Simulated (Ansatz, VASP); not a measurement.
# FePt in VASP and in Ansatz

Contents of INCAR:

```
ALGO     = Normal         # electronic algorithm
EDIFF    = 1E-6           # SCF threshold, eV
ENCUT    = 520            # plane-wave cutoff, eV
GGA      = PE             # functional
ISIF     = 2              # what is computed and relaxed
ISMEAR   = -1             # smearing method
ISPIN    = 2              # spin polarisation
LASPH    = True           # aspherical terms in the spheres
LCHARG   = False          # write CHGCAR
LDAU     = True           # DFT+U
LDAUJ    = 0 0          
LDAUL    = 2 -1           # shell
LDAUPRINT= 1            
LDAUTYPE = 2            
LDAUU    = 2 0            # U, eV
LMAXMIX  = 4              # l up to which the mixer works
LORBIT   = 11             # projections on sites
LREAL    = False          # projectors in reciprocal space
LWAVE    = False          # write WAVECAR
MAGMOM   = 3 0.3          # initial moments
NBANDS   = 20             # bands
NELM     = 150            # most SCF steps
PREC     = Accurate       # precision mode
SIGMA    = 0.05           # smearing width, eV
```

File KPOINTS:

```
k-points
0
Gamma
  16 16 12
```

The input POSCAR:

```
FePt
1.0
    2.7235000000      0.0000000000      0.0000000000
    0.0000000000      2.7235000000      0.0000000000
    0.0000000000      0.0000000000      3.7200000000
Fe Pt
1 1
Direct
    0.0000000000      0.0000000000      0.0000000000
    0.5000000000      0.5000000000      0.5000000000
```

Input for Ansatz:

```yaml
crystal:
  lattice:
    - [2.7235, 0.0, 0.0]
    - [0.0, 2.7235, 0.0]
    - [0.0, 0.0, 3.72]
  atoms:
    - { symbol: Fe, position: [0.0, 0.0, 0.0], spin: 3.0 }
    - { symbol: Pt, position: [0.5, 0.5, 0.5], spin: 0.3 }
magnetization:
  spin_polarized: true
scf:
  occupations: { method: fermi_dirac, width: 0.05 }
output:
  forces: true
  stress: true
  populations: true
  eigenstates:
    nscf_kmesh: { grid: [24, 24, 18] }
    top_band: c30
    magnetocrystalline_anisotropy: {}
  write_density: true
  write_potential: true
  elf: true
  volumetric_format: npy
hamiltonian:
  hubbard: { sites: [{ species: Fe, l: d, u_eff: 2.0 }] }
  xc: pbe
kpoints:
  mp_grid: { grid: [16, 16, 12] }
```

Alike in both runs: task single point; functional PBE; k mesh 16 × 16 × 12; occupations fermi-dirac, width 0.05 eV; collinear spin; Hubbard terms Fe d U = 2.0 eV.

|  | VASP | Ansatz |
| --- | --- | --- |
| version | VASP 6.6.1 | Ansatz 0.2.0 |
| potentials or method | VASP PAW PBE potentials, release 64 (Fe, Pt) | scalar-relativistic, plane waves, PAW |
| plane-wave cutoff (eV) | 520 | 420 |
| valence electrons in the cell | 18 | 34 |

|  | VASP | Ansatz | Ansatz less VASP |
| --- | --- | --- | --- |
| gap on the k mesh at the Fermi level (eV) | none | none | - |
| pressure (GPa) | 7.3 | 8.0 | +0.74 |
| traceless stress, the component that is largest in VASP (GPa) | 0.57 | 0.78 | +0.216 |
| net moment per atom (μB) | 1.75 | 1.74 | -0.016 |
| size of the moment on the site where the two differ most (μB) | 0.28 | 0.35 | +0.072 |

Site moments also hang on the region over which each program counts them. The programs project onto different local orbitals, so the same U acts differently, and such runs can settle in different states. A gap of «none» marks a metal or a gap that the smearing closes. VASP's potentials hold 18 valence electrons a cell and Ansatz's 34, so a difference there can come from the potentials and not from the codes. Ansatz's warnings: filled band counts differ across k points.

Neither program's run includes spin-orbit coupling.
